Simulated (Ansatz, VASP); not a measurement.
# One calculation of CsVH3, two programs

```xyz
10
Lattice="6.3956 0.0000 0.0000 -3.1978 5.5388 0.0000 0.0000 0.0000 5.2507" Properties=species:S:1:pos:R:3 pbc="T T T"
Cs    0.0000    3.6925    3.9380
Cs    3.1978    1.8463    1.3127
V     0.0000    0.0000    0.0000
V     0.0000    0.0000    2.6253
H     3.1978    4.1698    3.9380
H     1.1856    0.6845    3.9380
H     5.2101    0.6845    3.9380
H     0.0000    1.3690    1.3127
H     2.0123    4.8543    1.3127
H    -2.0123    4.8543    1.3127
```

Alike in both runs: functional PBE; k mesh 3 × 3 × 4; occupations gaussian, width 0.1 eV; collinear spin.

Ansatz relaxed the structure, and its values are those at the end. VASP's run is a single point on that final structure, the one shown.

|  | VASP | Ansatz |
| --- | --- | --- |
| version | VASP 6.6.1 | Ansatz 0.2.0 |
| potentials or method | VASP PAW PBE potentials, release 64 (Cs_sv, V_sv, H), cutoff 520 eV | scalar-relativistic, plane waves, PAW |
| valence electrons in the cell | 50 | 50 |

|  | VASP | Ansatz | Ansatz less VASP |
| --- | --- | --- | --- |
| gap on the k mesh at the Fermi level (eV) | none | none | - |
| pressure (GPa) | -0.1 | -0.1 | 0.00 |
| net moment per atom (μB) | 0.59 | 0.59 | 0.000 |
| size of the moment on the site where the two differ most (μB) | 2.41 | 1.76 | -0.652 |

Site moments also hang on the region over which each program counts them. A gap of «none» marks a metal or a gap that the smearing closes.

The k mesh is coarse, so the values compare programs but aren't converged. Neither program's run includes spin-orbit coupling.
